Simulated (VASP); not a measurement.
Here is a VASP 6.6.1 calculation.

The input POSCAR:

```
NaF
1.0
    0.0000000000      2.2972417895      2.2972417895
    2.2972417895      0.0000000000      2.2972417895
    2.2972417895      2.2972417895      0.0000000000
Na F
1 1
Direct
    0.0000000000      0.0000000000      0.0000000000
    0.5000000000      0.5000000000      0.5000000000
```

INCAR.step1

```
  PREC = Accurate
  ENCUT = 500
  EDIFF = 1E-8
  ISMEAR = 0
  SIGMA = 0.01
  LREAL = False
  LASPH = True
  NELM = 100
  ALGO = Normal
  LWAVE = True
  LCHARG = False
  GGA = PE
```

Contents of INCAR.step2:

```
  PREC = Accurate
  ENCUT = 500
  EDIFF = 1E-8
  ISMEAR = 0
  SIGMA = 0.01
  LREAL = False
  LASPH = True
  NELM = 1
  ALGO = Exact
  LWAVE = True
  LCHARG = False
  GGA = PE
  NBANDS = 80
  LOPTICS = True
  ISTART = 1
```

INCAR.step3

```
  PREC = Accurate
  ENCUT = 500
  EDIFF = 1E-8
  ISMEAR = 0
  SIGMA = 0.01
  LREAL = False
  LASPH = True
  ALGO = EVGW0
  LWAVE = False
  LCHARG = False
  GGA = PE
  NELMGW = 1
  NBANDS = 80
  ENCUTGW = 120.0
  NOMEGA = 96
  PRECFOCK = Fast
  ISTART = 1
  NBANDSGW = 16
  OMEGAMAX = 20
```

Contents of KPOINTS:

```
Automatic mesh
0
Gamma
  6 6 6
```

Potentials or basis: VASP PAW PBE potentials, release 64 (Na_sv_GW, F_GW).

The run is started by

```sh
$ cat potpaw_PBE.64/Na_sv_GW/POTCAR potpaw_PBE.64/F_GW/POTCAR > POTCAR
$ cp INCAR.step1 INCAR
$ mpirun -np 1 vasp_std > vasp.out
$ cp INCAR.step2 INCAR
$ mpirun -np 1 vasp_std > vasp.out
$ cp INCAR.step3 INCAR
$ mpirun -np 1 vasp_std > vasp.out
```

Problem. Predict the quasiparticle gap.

Solution. 10.62 eV.

Problem. Estimate the least direct quasiparticle gap.

Solution. 10.62 eV.

Problem. What does it give for the band gap of the starting levels on the mesh?

Solution. 6.47 eV.

Problem. What does it give for the least direct gap of the starting levels on the mesh?

Solution. 6.47 eV.

Caveat: the k points lie up to 0.39 Å⁻¹ apart; bands, screening cutoff and mesh are small and nothing is extrapolated, so the quasiparticle values aren't converged.
